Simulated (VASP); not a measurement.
AlN: relaxation of cell and atoms with PBEsol

AlN:

```
CELL_PARAMETERS angstrom
0.00000 2.20154 2.20154
2.20154 0.00000 2.20154
2.20154 2.20154 0.00000
ATOMIC_POSITIONS crystal
Al 0.00000 0.00000 0.00000
N 0.25000 0.25000 0.25000
```

```
Program                : VASP 6.6.1
Task                   : relaxation of cell and atoms
Functional             : PBEsol
Potentials or basis    : VASP PAW PBE potentials, release 64 (Al, N)
Cutoff                 : 600 eV
k mesh                 : 10 × 10 × 10
Occupations            : fermi-dirac, width 0.02 eV
Spin                   : no spin polarisation
Dipole correction      : no
Further INCAR settings : ALGO = Normal; EDIFF = 1e-06; IBRION = 2; EDIFFG = -0.005; NSW = 80; ISIF = 3
```

```yaml
Relaxed_volume: 10.48 Å³/atom
Relaxed_cell: a = 3.095 Å, b = 3.095 Å, c = 3.095 Å, α = 60.00°, β = 60.00°, γ = 60.00°
Space_group_after_relaxing_to_0.05_Å: F-43m (No. 216)
Energy_gained_by_relaxing: 2.2 meV/atom
Ionic_steps: 3
Pressure_after_relaxing: 0.0 GPa
Band_gap_on_the_k_mesh: 3.18 eV, indirect (least direct gap 4.08 eV)
```

The path:
```tsv
step	energy change (eV)	largest force (eV/Å)	pressure (GPa)	volume (Å³)
1	0.0000	0.0000	-3.54	21.34
2	-0.0008	0.0000	3.38	20.62
3	-0.0043	0.0000	-0.01	20.96
```

Final structure:
```
CELL_PARAMETERS angstrom
0.00000 2.18825 2.18825
2.18825 0.00000 2.18825
2.18825 2.18825 0.00000
ATOMIC_POSITIONS crystal
Al 0.00000 0.00000 0.00000
N 0.25000 0.25000 0.25000
```

Levels at points of the mesh, in eV from the valence-band top:
```csv
k point,band 1,band 2,band 3,band 4,band 5,band 6,band 7,band 8
"(0.00, 0.00, 0.00)",-14.92,0.00,0.00,0.00,4.08,12.41,12.41,12.41
"(0.50, 0.00, 0.00)",-12.86,-5.89,-0.48,-0.48,7.23,9.73,11.00,11.00
"(0.50, 0.50, 0.00)",-12.22,-4.93,-1.78,-1.78,3.18,8.45,13.79,15.55
```

It took 42 s on 1 thread of Intel Xeon 8259CL, with other jobs on the host, peak memory 0.16 GiB.

Caveat: the PAW data sets were made with another functional, which shifts forces and pressure a little. A k mesh can miss the band edges.
